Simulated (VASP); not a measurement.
# S (Im-3m) in VASP: a series of runs

S is run at these levels: PBE; tasks: single point, relaxation of cell and atoms.

Everything below comes from runs of VASP 6.6.1. Logs are shortened: lines on timing, memory, paths and dates and some standing lists are left out, and cuts for length are marked.

## 1. The cell of the first run

The structure is cubic, space group Im-3m (No. 229). The conventional cell has a = 3.033 Å, b = 3.033 Å, c = 3.033 Å, α = 90.00°, β = 90.00°, γ = 90.00°. S (site symmetry m-3m) has 14 S at 2.63 to 3.03 Å within 3.5 Å.

## 2. Single point, PBE

INCAR reads:

```
SYSTEM = S
PREC     = Accurate       ! precision mode
ENCUT    = 520            ! plane-wave cutoff, eV
EDIFF    = 1E-6           ! SCF threshold, eV
ISMEAR   = -1             ! smearing method
SIGMA    = 0.1            ! smearing width, eV
LREAL    = .FALSE.        ! projectors in reciprocal space
LASPH    = .TRUE.         ! aspherical terms in the spheres
NELM     = 80             ! most SCF steps
ALGO     = Normal         ! electronic algorithm
ISIF     = 2              ! what is computed and relaxed
LWAVE    = .FALSE.        ! write WAVECAR
LCHARG   = .FALSE.        ! write CHGCAR
GGA      = PE             ! functional
NBANDS   = 9              ! bands
```

KPOINTS reads:

```
regular mesh
0
G
  17 17 17
  0 0 0
```

POSCAR reads:

```
S
1.0
   -1.5163859287      1.5163859287      1.5163859287
    1.5163859287     -1.5163859287      1.5163859287
    1.5163859287      1.5163859287     -1.5163859287
S
1
Direct
    0.0000000000      0.0000000000      0.0000000000
```

Potentials or basis: VASP PAW PBE potentials, release 64 (S).

Run with:

```bash
> cat potpaw_PBE.64/S/POTCAR > POTCAR
> mpirun -np 1 vasp_std > vasp.out
```

OUTCAR:

```text
SYSTEM = S
   PREC = Accurate
   ENCUT = 520
   EDIFF = 1E-6
   ISMEAR = -1
   LREAL = .FALSE.
   LASPH = .TRUE.
   NELM = 80
   ISIF = 2
   GGA = PE

 ion  position               nearest neighbor table
   1  0.000  0.000  0.000-

  LATTYP: Found a body centered cubic cell.
 ALAT       =     3.0327718574

  Lattice vectors:

 A1 = (  -1.5163859287,   1.5163859287,   1.5163859287)
 A2 = (   1.5163859287,  -1.5163859287,   1.5163859287)
 A3 = (   1.5163859287,   1.5163859287,  -1.5163859287)

Analysis of symmetry for initial positions (statically):
=====================================================================
 Subroutine PRICEL returns:
 Original cell was already a primitive cell.

 Routine SETGRP: Setting up the symmetry group for a
 body centered cubic supercell.

 Subroutine GETGRP returns: Found 48 space group operations
 (whereof 48 operations were pure point group operations)
 out of a pool of 48 trial point group operations.

The static configuration has the point symmetry O_h .

Analysis of symmetry for dynamics (positions and initial velocities):
=====================================================================
 Subroutine PRICEL returns:
 Original cell was already a primitive cell.

 Routine SETGRP: Setting up the symmetry group for a
 body centered cubic supercell.

 Subroutine GETGRP returns: Found 48 space group operations
 (whereof 48 operations were pure point group operations)
 out of a pool of 48 trial point group operations.

The dynamic configuration has the point symmetry O_h .

 Subroutine INISYM returns: Found 48 space group operations
 (whereof 48 operations are pure point group operations),
 and found     1 'primitive' translations

----------------------------------------------------------------------------------------

                                     Primitive cell

  volume of cell :      13.9473

  direct lattice vectors                    reciprocal lattice vectors
    -1.516385929  1.516385929  1.516385929     0.000000000  0.329731364  0.329731364
     1.516385929 -1.516385929  1.516385929     0.329731364  0.000000000  0.329731364
     1.516385929  1.516385929 -1.516385929     0.329731364  0.329731364  0.000000000

  length of vectors
     2.626457472  2.626457472  2.626457472     0.466310566  0.466310566  0.466310566

  position of ions in fractional coordinates (direct lattice)
     0.000000000  0.000000000  0.000000000

  ion indices of the primitive-cell ions
   primitive index   ion index
                 1           1

----------------------------------------------------------------------------------------

 KPOINTS: regular mesh

Automatic generation of k-mesh.
 Grid dimensions read from file:
 generate k-points for:   17   17   17

 Generating k-lattice:

  Cartesian coordinates                     Fractional coordinates (reciprocal lattice)
     0.000000000  0.019395963  0.019395963     0.058823529  0.000000000  0.000000000
     0.019395963  0.000000000  0.019395963     0.000000000  0.058823529  0.000000000
     0.019395963  0.019395963  0.000000000     0.000000000  0.000000000  0.058823529

  Length of vectors
     0.027430033  0.027430033  0.027430033

  Shift w.r.t. Gamma in fractional coordinates (k-lattice)
     0.000000000  0.000000000  0.000000000

 Subroutine IBZKPT returns following result:
 ===========================================

 Found    165 irreducible k-points:

 Following reciprocal coordinates:
            Coordinates               Weight
  0.000000  0.000000  0.000000      1.000000
  0.058824  0.000000  0.000000     12.000000
  0.117647  0.000000  0.000000     12.000000
  0.176471  0.000000  0.000000     12.000000
  0.235294  0.000000  0.000000     12.000000
  0.294118  0.000000  0.000000     12.000000
[... 16 lines left out ...]
  0.411765  0.117647  0.000000     48.000000
  0.176471  0.176471  0.000000     24.000000
 [... further k-points ...]
   k-points           NKPTS =    165   k-points in BZ     NKDIM =    165   number of bands    NBANDS=      9
   number of dos      NEDOS =    301   number of ions     NIONS =      1
   total plane-waves  NPLWV =   8000
   dimension x,y,z NGX =    20 NGY =   20 NGZ =   20
   dimension x,y,z NGXF=    40 NGYF=   40 NGZF=   40
   ions per type =               1
   NGX,Y,Z   is equivalent  to a cutoff of  12.66, 12.66, 12.66 a.u.
   NGXF,Y,Z  is equivalent  to a cutoff of  25.32, 25.32, 25.32 a.u.
 SYSTEM =  S
   PREC   = accura    normal or accurate (medium, high low for compatibility)
   ISTART =      0    job   : 0-new  1-cont  2-samecut
   ICHARG =      2    charge: 1-file 2-atom 10-const
   ISPIN  =      1    spin polarized calculation?
   LNONCOLLINEAR =      F non collinear calculations
   LSORBIT =      F    spin-orbit coupling
   LASPH  =      T    aspherical Exc in radial PAW
   ENCUT  =  520.0 eV  38.22 Ry    6.18 a.u.   4.88  4.88  4.88*2*pi/ulx,y,z
   NELM   =     80;   NELMIN=  2; NELMDL= -5     # of ELM steps
   EDIFF  = 0.1E-05   stopping-criterion for ELM
   LREAL  =      F    real-space projection
   EDIFFG = 0.1E-04   stopping-criterion for IOM
   NSW    =      0    number of steps for IOM
   IBRION =     -1    ionic relax: 0-MD 1-quasi-New 2-CG
   NFREE  =      0    steps in history (QN), initial steepest desc. (CG)
   ISIF   =      2    stress and relaxation
   ISYM   =      2    0-nonsym 1-usesym 2-fastsym
   POTIM  = 0.5000    time-step for ionic-motion
   TEBEG  =    0.0;   TEEND  =   0.0 temperature during run
   PSTRESS=    0.0 pullay stress
   NELECT =       6.0000    total number of electrons
   NUPDOWN=      -1.0000    fix difference up-down
   EMIN   =  10.00;   EMAX   =-10.00  energy-range for DOS
   EFERMI =   0.00;   METHOD = LEGACY
   ISMEAR =    -1;   SIGMA  =   0.10  broadening in eV -4-tet -1-fermi 0-gaus
   EFERMI_NEDOS =   21; number of points for ismear=-14 and -15
   IALGO  =     38    algorithm
   IMIX   =      4    mixing-type and parameters
     AMIX     =   0.40;   BMIX     =  1.00
     AMIX_MAG =   1.60;   BMIX_MAG =  1.00
  volume/ion in A,a.u.               =      13.95        94.12
  Fermi-wavevector in a.u.,A,eV,Ry     =   1.235840  2.335399 20.780178  1.527300
  Thomas-Fermi vector in A             =   2.370473
   LORBIT       =      0    0 simple, 1 ext, 2 COOP (PROOUT), +10 PAW based schemes
   GGA     = PE    functional components
   LHFCALC =     F    Hartree Fock is set to
   AEXX    =    0.0000 exact exchange contribution
   IVDW    =     0    specifies the selected vdW correction
   LEPSILON=     F    determine dielectric tensor
   LRPA    =     F    only Hartree local field effects (RPA)
 non-spin polarized calculation
  energy-cutoff  :      520.00
  volume of cell :       13.95
 maximum number of plane-waves:       386
   NGX =  9   NGY =  9   NGZ =  9

 number of electron       5.9999999 magnetization

 Free energy of the ion-electron system (eV)
  ---------------------------------------------------
  ext. energy  EPLUGINS =         0.00000000
  ---------------------------------------------------
  free energy    TOTEN  =        -2.94840035 eV

  energy without entropy =       -2.92988572  energy(sigma->0) =       -2.93914303

 E-fermi :   9.5996     XC(G=0): -11.7768

 val. band max:        9.5785180503   @ k =  -0.4118   0.4118   0.0588
 cond. band min:       9.6067284294   @ k =  -0.2353   0.2353   0.1765
 fundamental gap:      0.0282103791
 Fermi energy:         9.5995588332

 k-point     1 :       0.0000    0.0000    0.0000
  band No.  band energies     occupation
      1      -8.6700      2.00000
      2      13.3565      0.00000
      3      13.3565      0.00000
      4      13.3565      0.00000
      5      21.8872      0.00000
      6      21.8872      0.00000
      7      21.8872      0.00000
      8      25.9392      0.00000
      9      25.9393      0.00000

 k-point     2 :       0.0588    0.0000    0.0000
  band No.  band energies     occupation
      1      -8.5715      2.00000
      2      12.8550      0.00000
      3      13.1374      0.00000
      4      13.3207      0.00000
      5      21.6208      0.00000
      6      21.8767      0.00000
      7      22.2908      0.00000
      8      25.3557      0.00000
      9      25.8487      0.00000

 k-point     3 :       0.1176    0.0000    0.0000
  band No.  band energies     occupation
      1      -8.2771      2.00000
      2      11.5485      0.00000
      3      12.5883      0.00000
      4      13.2172      0.00000
      5      20.9602      0.00000
      6      21.4873      0.00000
      7      23.3912      0.00000
      8      24.7664      0.00000
      9      25.6932      0.00000

 k-point     4 :       0.1765    0.0000    0.0000
  band No.  band energies     occupation
      1      -7.7906      2.00000
      2       9.7867      0.26682
      3      11.9040      0.00000
      4      13.0579      0.00000
      5      20.1472      0.00000
      6      20.5508      0.00000
      7      24.9096      0.00000
      8      24.9857      0.00000
      9      25.6579      0.00000
[... 205 lines left out ...]
 k-point    22 :       0.3529    0.1176   -0.0000
  band No.  band energies     occupation
      1      -4.0310      2.00000
      2       2.5400      2.00000
      3       8.4634      1.99998
      4      11.4528      0.00000
      5      18.1192      0.00000
      6      19.7713      0.00000
      7      25.9707      0.00000
      8      28.5098      0.00000
      9      31.9454      0.00000

 k-point    23 :       0.4118    0.1176    0.0000
  band No.  band energies     occupation
      1      -3.2481      2.00000
      2       1.4569      2.00000
      3       8.2658      2.00000
      4      11.3527      0.00000
      5      17.9336      0.00000
      6      19.6740      0.00000
      7      26.9149      0.00000
      8      27.8976      0.00000
      9      33.1469      0.00000

 k-point    24 :       0.1765    0.1765    0.0000
  band No.  band energies     occupation
      1      -6.0925      2.00000
      2       6.4219      2.00000
      3       9.0112      1.99445
      4      11.7966      0.00000
      5      19.2896      0.00000
      6      20.8123      0.00000
      7      24.8174      0.00000
      8      25.9466      0.00000
      9      28.9812      0.00000

 [... further k-points ...]

------------------------ aborting loop because EDIFF is reached ----------------------------------------

  FORCE on cell =-STRESS in cart. coord.  units (eV):
  Direction    XX          YY          ZZ          XY          YZ          ZX
  --------------------------------------------------------------------------------------
  -------------------------------------------------------------------------------------
  Total        1.1111990      1.1111990      1.1111990     -0.0000000     -0.0000000      0.0000000
  in kB      127.6477578    127.6477578    127.6477578     -0.0000000     -0.0000000      0.0000000
  external PRESSURE =     127.6477578 kB  Pullay stress =       0.0000000 kB

 VOLUME and BASIS-vectors are now :
 -----------------------------------------------------------------------------
  energy-cutoff  :      520.00
  volume of cell :       13.95
      direct lattice vectors                 reciprocal lattice vectors
    -1.516385929  1.516385929  1.516385929     0.000000000  0.329731364  0.329731364
     1.516385929 -1.516385929  1.516385929     0.329731364  0.000000000  0.329731364
     1.516385929  1.516385929 -1.516385929     0.329731364  0.329731364  0.000000000

 POSITION                                       TOTAL-FORCE (eV/Angst)
 -----------------------------------------------------------------------------------
      0.00000      0.00000      0.00000         0.000000     -0.000000      0.000000
 -----------------------------------------------------------------------------------
    total drift:                                0.000000      0.000000     -0.000000

  FREE ENERGIE OF THE ION-ELECTRON SYSTEM (eV)
  ---------------------------------------------------
  free  energy   TOTEN  =        -2.9484003482 eV

  energy  without entropy=       -2.9298857161  energy(sigma->0) =       -2.93914303
```

It took 11 s on 1 thread of Intel Xeon Platinum 8488C (Sapphire Rapids), shared host; peak memory 0.12 GiB.

Results:

```
Free energy            : -2.9484 eV
Pressure               : 12.8 GPa
Band gap on the k mesh : zero (band 3 reaches 13.36 eV, above the bottom of band 4 at 4.97 eV)
```

[end of part 1 of 2]
